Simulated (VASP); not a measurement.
Li3Ga5, 16 atoms in the cell. The typed cell holds 16 atoms: a = 7.399 Å, b = 7.399 Å, c = 7.399 Å, α = 109.47°, β = 109.47°, γ = 109.47°. 

| Property | Result |
| --- | --- |
| Program | VASP 6.6.1 |
| Task | relaxation of cell and atoms |
| Functional | PBE |
| Potentials or basis | VASP PAW PBE potentials, release 64 (Li_sv, Ga_d) |
| Cutoff | 600 eV |
| k mesh | 2 × 2 × 2, shifted |
| Occupations | gaussian, width 0.1 eV |
| Spin | no spin polarisation |
| Dipole correction | no |
| Further INCAR settings | LREAL = Auto; ALGO = Fast; EDIFF = 1e-07; ISYM = 0; IBRION = 2; EDIFFG = -0.04; NSW = 70; ISIF = 3 |

Potentials or basis: VASP PAW PBE potentials, release 64 (Li_sv, Ga_d).

Launch:

```sh
$ cat potpaw_PBE.64/Li_sv/POTCAR potpaw_PBE.64/Ga_d/POTCAR > POTCAR
$ mpirun -np 1 vasp_std > vasp.out
```

Hardware: 1 thread of Intel(R) Xeon(R) Platinum 8559C (Emerald Rapids), with other jobs on the host.

Task: How long does it take, and how much memory?

Result: Wall time 71 min on 1 thread of Intel(R) Xeon(R) Platinum 8559C (Emerald Rapids), with other jobs on the host, peak memory 0.59 GiB. Counts: scf iterations 361, k points 4, ion steps 9.
